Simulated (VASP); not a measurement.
# Ti2O (P2/m) in VASP: single point with PBEsol

Aim: the single point of Ti2O with PBEsol.

Everything below comes from runs of VASP 6.6.1. Logs are shortened: lines on timing, memory, paths and dates and some standing lists are left out, and cuts for length are marked.

### 1 The cell of the first run

Symmetry: P2/m, No. 10, monoclinic system. Conventional cell: a = 4.595 Å, b = 2.920 Å, c = 8.132 Å, α = 90.00°, β = 92.02°, γ = 90.00°. Within 3.1 Å of Ti (site symmetry m) lie 4 O at 2.03 Å and 11 Ti at 2.54 to 3.04 Å. Within 2.8 Å of Ti (site symmetry m) lie 2 O at 2.01 Å and 3 Ti at 2.57 to 2.78 Å. Within 2.8 Å of Ti (site symmetry m) lie 3 O at 2.09 to 2.51 Å. O (site symmetry m) has 6 Ti at 2.01 to 2.51 Å and 1 O at 2.53 Å within 2.7 Å. Within 2.7 Å of O (site symmetry 2/m) lie 6 Ti at 2.03 to 2.25 Å and 2 O at 2.53 Å.

### 2 Single point, PBEsol

Contents of INCAR:

```
SYSTEM = Ti2O
PREC = Accurate
ENCUT = 520
EDIFF = 1E-6
ISMEAR = 0
SIGMA = 0.1
LREAL = .FALSE.
LASPH = .TRUE.
NELM = 100
ALGO = Normal
ISIF = 2
LWAVE = .FALSE.
LCHARG = .TRUE.
GGA = PS
LELF = .TRUE.
LVHAR = .TRUE.
NBANDS = 55
```

Contents of KPOINTS:

```
Automatic mesh
0
G
  8 12 6
  0 0 0
```

Contents of POSCAR:

```
Ti2O
1.0
    4.5953837839      0.0000000000     -0.0014510039
    0.0000000000      2.9198937271      0.0000000000
   -0.2839384133      0.0000000000      8.1266745357
Ti O
6 3
Direct
    0.7367667534      0.5000000000      0.0857682504
    0.2534286536      0.5000000000      0.5725867448
    0.2632332466      0.5000000000      0.9142317496
    0.7465713464      0.5000000000      0.4274132552
    0.7483234354      0.0000000000      0.7579201820
    0.2516765646      0.0000000000      0.2420798180
    0.7075882446      0.0000000000      0.2585277294
    0.2924117554      0.0000000000      0.7414722706
    0.0000000000      0.0000000000      0.0000000000
```

Potentials or basis: VASP PAW PBE potentials, release 64 (Ti_sv, O).

Launch:

```
> cat potpaw_PBE.64/Ti_sv/POTCAR potpaw_PBE.64/O/POTCAR > POTCAR
> mpirun -np 1 vasp_std > vasp.out
```

OUTCAR:

```text
SYSTEM = Ti2O
   PREC = Accurate
   ENCUT = 520
   EDIFF = 1E-6
   ISMEAR = 0
   LREAL = .FALSE.
   LASPH = .TRUE.
   NELM = 100
   ISIF = 2
   GGA = PS

 ion  position               nearest neighbor table
   1  0.737  0.500  0.086-   7 2.03   7 2.03   9 2.03   9 2.03   3 2.54   4 2.78   3 2.83
   2  0.253  0.500  0.573-   8 2.01   8 2.01   4 2.57   4 2.59   3 2.78
   3  0.263  0.500  0.914-   8 2.03   8 2.03   9 2.03   9 2.03   1 2.54   2 2.78   1 2.83
   4  0.747  0.500  0.427-   7 2.01   7 2.01   2 2.57   2 2.59   1 2.78
   5  0.748  0.000  0.758-   8 2.09   9 2.25
   6  0.252  0.000  0.242-   7 2.09   9 2.25
   7  0.708  0.000  0.259-   4 2.01   4 2.01   1 2.03   1 2.03   6 2.09
   8  0.292  0.000  0.741-   2 2.01   2 2.01   3 2.03   3 2.03   5 2.09
   9  0.000  0.000  0.000-   1 2.03   3 2.03   1 2.03   3 2.03   5 2.25   6 2.25

  LATTYP: Found a simple monoclinic cell.
 ALAT       =     4.5953840130
 B/A-ratio  =     0.6353971113
 C/A-ratio  =     1.7695220402
 COS(beta)  =    -0.0352333174

  Lattice vectors:

 A1 = (   4.5953837839,   0.0000000000,  -0.0014510039)
 A2 = (   0.0000000000,   2.9198937271,   0.0000000000)
 A3 = (  -0.2839384133,   0.0000000000,   8.1266745357)

Analysis of symmetry for initial positions (statically):
=====================================================================
 Subroutine PRICEL returns:
 Original cell was already a primitive cell.

 Routine SETGRP: Setting up the symmetry group for a
 simple monoclinic supercell.

 Subroutine GETGRP returns: Found  4 space group operations
 (whereof  4 operations were pure point group operations)
 out of a pool of  4 trial point group operations.

The static configuration has the point symmetry C_2h.

Analysis of symmetry for dynamics (positions and initial velocities):
=====================================================================
 Subroutine PRICEL returns:
 Original cell was already a primitive cell.

 Routine SETGRP: Setting up the symmetry group for a
 simple monoclinic supercell.

 Subroutine GETGRP returns: Found  4 space group operations
 (whereof  4 operations were pure point group operations)
 out of a pool of  4 trial point group operations.

The dynamic configuration has the point symmetry C_2h.

 Subroutine INISYM returns: Found  4 space group operations
 (whereof  4 operations are pure point group operations),
 and found     1 'primitive' translations

----------------------------------------------------------------------------------------

                                     Primitive cell

  volume of cell :     109.0428

  direct lattice vectors                    reciprocal lattice vectors
     4.595383784  0.000000000 -0.001451004     0.217612082  0.000000000  0.007603163
     0.000000000  2.919893727  0.000000000     0.000000000  0.342478218  0.000000000
    -0.283938413  0.000000000  8.126674536     0.000038854  0.000000000  0.123052920

  length of vectors
     4.595384013  2.919893727  8.131633294     0.217744865  0.342478218  0.123052926

  position of ions in fractional coordinates (direct lattice)
     0.736766753  0.500000000  0.085768250
     0.253428654  0.500000000  0.572586745
     0.263233247  0.500000000  0.914231750
     0.746571346  0.500000000  0.427413255
     0.748323435  0.000000000  0.757920182
     0.251676565  0.000000000  0.242079818
     0.707588245  0.000000000  0.258527729
     0.292411755  0.000000000  0.741472271
     0.000000000  0.000000000  0.000000000

  ion indices of the primitive-cell ions
   primitive index   ion index
                 1           1
                 2           2
                 3           3
                 4           4
                 5           5
                 6           6
                 7           7
                 8           8
                 9           9

----------------------------------------------------------------------------------------

 KPOINTS: Automatic mesh

Automatic generation of k-mesh.
 Grid dimensions read from file:
 generate k-points for:    8   12    6

 Generating k-lattice:

  Cartesian coordinates                     Fractional coordinates (reciprocal lattice)
     0.027201510  0.000000000  0.000950395     0.125000000  0.000000000  0.000000000
     0.000000000  0.028539851  0.000000000     0.000000000  0.083333333  0.000000000
     0.000006476  0.000000000  0.020508820     0.000000000  0.000000000  0.166666667

  Length of vectors
     0.027218108  0.028539851  0.020508821

  Shift w.r.t. Gamma in fractional coordinates (k-lattice)
     0.000000000  0.000000000  0.000000000

 Subroutine IBZKPT returns following result:
 ===========================================

 Found    182 irreducible k-points:

 Following reciprocal coordinates:
            Coordinates               Weight
  0.000000  0.000000  0.000000      1.000000
  0.125000  0.000000  0.000000      2.000000
  0.250000  0.000000  0.000000      2.000000
  0.375000  0.000000  0.000000      2.000000
  0.500000  0.000000  0.000000      1.000000
  0.000000  0.083333  0.000000      2.000000
[... 16 lines left out ...]
  0.250000  0.333333  0.000000      4.000000
  0.375000  0.333333  0.000000      4.000000
 [... further k-points ...]
   k-points           NKPTS =    182   k-points in BZ     NKDIM =    182   number of bands    NBANDS=     55
   number of dos      NEDOS =    301   number of ions     NIONS =      9
   total plane-waves  NPLWV =  51840
   dimension x,y,z NGX =    36 NGY =   24 NGZ =   60
   dimension x,y,z NGXF=    72 NGYF=   48 NGZF=  120
   ions per type =               6   3
   NGX,Y,Z   is equivalent  to a cutoff of  13.02, 13.66, 12.27 a.u.
   NGXF,Y,Z  is equivalent  to a cutoff of  26.05, 27.33, 24.53 a.u.
 SYSTEM =  Ti2O
   PREC   = accura    normal or accurate (medium, high low for compatibility)
   ISTART =      0    job   : 0-new  1-cont  2-samecut
   ICHARG =      2    charge: 1-file 2-atom 10-const
   ISPIN  =      1    spin polarized calculation?
   LNONCOLLINEAR =      F non collinear calculations
   LSORBIT =      F    spin-orbit coupling
   LASPH  =      T    aspherical Exc in radial PAW
   ENCUT  =  520.0 eV  38.22 Ry    6.18 a.u.   8.54  5.43 15.12*2*pi/ulx,y,z
   NELM   =    100;   NELMIN=  2; NELMDL= -5     # of ELM steps
   EDIFF  = 0.1E-05   stopping-criterion for ELM
   LREAL  =      F    real-space projection
   EDIFFG = 0.1E-04   stopping-criterion for IOM
   NSW    =      0    number of steps for IOM
   IBRION =     -1    ionic relax: 0-MD 1-quasi-New 2-CG
   NFREE  =      0    steps in history (QN), initial steepest desc. (CG)
   ISIF   =      2    stress and relaxation
   ISYM   =      2    0-nonsym 1-usesym 2-fastsym
   POTIM  = 0.5000    time-step for ionic-motion
   TEBEG  =    0.0;   TEEND  =   0.0 temperature during run
   PSTRESS=    0.0 pullay stress
   NELECT =      90.0000    total number of electrons
   NUPDOWN=      -1.0000    fix difference up-down
   EMIN   =  10.00;   EMAX   =-10.00  energy-range for DOS
   EFERMI =   0.00;   METHOD = LEGACY
   ISMEAR =     0;   SIGMA  =   0.10  broadening in eV -4-tet -1-fermi 0-gaus
   EFERMI_NEDOS =   21; number of points for ismear=-14 and -15
   IALGO  =     38    algorithm
   IMIX   =      4    mixing-type and parameters
     AMIX     =   0.40;   BMIX     =  1.00
     AMIX_MAG =   1.60;   BMIX_MAG =  1.00
  volume/ion in A,a.u.               =      12.12        81.76
  Fermi-wavevector in a.u.,A,eV,Ry     =   1.535642  2.901943 32.085217  2.358197
  Thomas-Fermi vector in A             =   2.642402
   LORBIT       =      0    0 simple, 1 ext, 2 COOP (PROOUT), +10 PAW based schemes
   GGA     = PS    functional components
   LHFCALC =     F    Hartree Fock is set to
   AEXX    =    0.0000 exact exchange contribution
   IVDW    =     0    specifies the selected vdW correction
   LEPSILON=     F    determine dielectric tensor
   LRPA    =     F    only Hartree local field effects (RPA)
 non-spin polarized calculation
 Gauss-broadening in eV      SIGMA  =   0.10
  energy-cutoff  :      520.00
  volume of cell :      109.04
 maximum number of plane-waves:      2967
 NGX is ok and might be reduce to    36
   NGX = 17   NGY = 11   NGZ = 31

 number of electron      90.0000011 magnetization

 Free energy of the ion-electron system (eV)
  ---------------------------------------------------
  ext. energy  EPLUGINS =         0.00000000
  ---------------------------------------------------
  free energy    TOTEN  =       -82.44421599 eV

  energy without entropy =      -82.42712123  energy(sigma->0) =      -82.43566861

 E-fermi :   9.7650     XC(G=0): -12.4507

 val. band max:        9.7646252374   @ k =   0.3750   0.1667   0.0000
 cond. band min:       9.7664378065   @ k =  -0.0000   0.0000   0.5000
 fundamental gap:      0.0018125691
 Fermi energy:         9.7650435439

 k-point     1 :       0.0000    0.0000    0.0000
  band No.  band energies     occupation
      1     -47.3770      2.00000
      2     -47.2498      2.00000
      3     -47.1518      2.00000
      4     -47.1506      2.00000
      5     -46.9827      2.00000
      6     -46.8378      2.00000
[... 47 lines left out ...]
     54      11.5129      0.00000
     55      11.6709      0.00000

 k-point     2 :       0.1250    0.0000    0.0000
  band No.  band energies     occupation
      1     -47.3724      2.00000
      2     -47.2526      2.00000
      3     -47.1528      2.00000
      4     -47.1508      2.00000
      5     -46.9777      2.00000
      6     -46.8436      2.00000
[... 47 lines left out ...]
     54      11.5731      0.00000
     55      11.7500      0.00000

 k-point     3 :       0.2500    0.0000    0.0000
  band No.  band energies     occupation
      1     -47.3598      2.00000
      2     -47.2612      2.00000
      3     -47.1547      2.00000
      4     -47.1515      2.00000
      5     -46.9632      2.00000
      6     -46.8601      2.00000
[... 1152 lines left out ...]
 k-point    23 :       0.2500    0.3333    0.0000
  band No.  band energies     occupation
      1     -47.3168      2.00000
      2     -47.2239      2.00000
      3     -47.1267      2.00000
      4     -47.1259      2.00000
      5     -46.9312      2.00000
      6     -46.8274      2.00000
[... 47 lines left out ...]
     54      11.9508      0.00000
     55      12.1305      0.00000

 k-point    24 :       0.3750    0.3333    0.0000
  band No.  band energies     occupation
      1     -47.3034      2.00000
      2     -47.2364      2.00000
      3     -47.1269      2.00000
      4     -47.1263      2.00000
      5     -46.9079      2.00000
      6     -46.8515      2.00000
[... 47 lines left out ...]
     54      11.9442      0.00000
     55      12.0884      0.00000

 [... further k-points ...]

------------------------ aborting loop because EDIFF is reached ----------------------------------------

  FORCE on cell =-STRESS in cart. coord.  units (eV):
  Direction    XX          YY          ZZ          XY          YZ          ZX
  --------------------------------------------------------------------------------------
  -------------------------------------------------------------------------------------
  Total        0.1526021      0.3637557      0.2860742      0.0000000      0.0000000     -0.0454957
  in kB        2.2421992      5.3447025      4.2033194      0.0000000      0.0000000     -0.6684738
  external PRESSURE =       3.9300737 kB  Pullay stress =       0.0000000 kB

 VOLUME and BASIS-vectors are now :
 -----------------------------------------------------------------------------
  energy-cutoff  :      520.00
  volume of cell :      109.04
      direct lattice vectors                 reciprocal lattice vectors
     4.595383784  0.000000000 -0.001451004     0.217612082  0.000000000  0.007603163
     0.000000000  2.919893727  0.000000000     0.000000000  0.342478218  0.000000000
    -0.283938413  0.000000000  8.126674536     0.000038854  0.000000000  0.123052920

 POSITION                                       TOTAL-FORCE (eV/Angst)
 -----------------------------------------------------------------------------------
      3.36137      1.45995      0.69594        -0.030658      0.000000     -0.022771
      1.00202      1.45995      4.65286        -0.007747      0.000000     -0.053908
      0.95007      1.45995      7.42928         0.030658     -0.000000      0.022771
      3.30942      1.45995      3.47237         0.007747      0.000000      0.053908
      3.22363      0.00000      6.15828         0.019491      0.000000     -0.010420
      1.08781      0.00000      1.96694        -0.019491      0.000000      0.010420
      3.17823      0.00000      2.09994         0.006826      0.000000      0.003281
      1.13321      0.00000      6.02528        -0.006826      0.000000     -0.003281
      0.00000      0.00000      0.00000        -0.000000      0.000000     -0.000000
 -----------------------------------------------------------------------------------
    total drift:                                0.000000      0.000000     -0.000000

  FREE ENERGIE OF THE ION-ELECTRON SYSTEM (eV)
  ---------------------------------------------------
  free  energy   TOTEN  =       -82.4442159894 eV

  energy  without entropy=      -82.4271212313  energy(sigma->0) =      -82.43566861
```

Wall time 9.7 min (1 thread of Intel Xeon 6975P-C (Granite Rapids), shared host); peak memory 0.77 GiB.

What came out:

```
Free energy            : -82.4442 eV
Pressure               : 0.4 GPa
Largest force          : 0.054 eV/Å
Band gap on the k mesh : zero (bands 45 and 46 overlap by 0.67 eV)
```

Forces on the atoms (eV/Å):
```
Ti  -0.031  0.000 -0.023
Ti  -0.008  0.000 -0.054
Ti   0.031  0.000  0.023
Ti   0.008  0.000  0.054
Ti   0.019  0.000 -0.010
Ti  -0.019  0.000  0.010
O    0.007  0.000  0.003
O   -0.007  0.000 -0.003
O    0.000  0.000  0.000
```

Stress tensor (GPa, compression positive):
```
 0.22  0.00 -0.07
 0.00  0.53  0.00
-0.07  0.00  0.42
```

Levels at points of the mesh, in eV from the Fermi level:
```
           k point  band 42  band 43  band 44  band 45  band 46  band 47  band 48  band 49
(0.00, 0.00, 0.00)    -0.82    -0.43     0.15     0.27     0.27     0.52     0.54     0.73
(0.50, 0.00, 0.00)    -1.18    -0.92    -0.54    -0.30    -0.04     0.53     1.06     1.09
(0.00, 0.50, 0.00)    -1.43    -0.87    -0.86    -0.77     0.38     0.95     1.14     1.40
(0.50, 0.50, 0.00)    -1.21    -1.07    -0.55    -0.21    -0.15     0.71     1.03     1.25
(0.00, 0.00, 0.50)    -1.26    -0.11     0.00     0.12     0.36     0.59     0.62     0.81
(0.50, 0.00, 0.50)    -1.26    -0.98    -0.54    -0.52    -0.38     0.62     1.16     1.20
(0.00, 0.50, 0.50)    -1.45    -1.33    -1.17    -0.75     0.78     0.93     1.23     1.56
(0.50, 0.50, 0.50)    -1.31    -1.21    -1.02    -0.49     0.53     0.96     1.04     1.32
```

Caveat: the PAW data sets were made with another functional, which shifts forces and pressure a little.
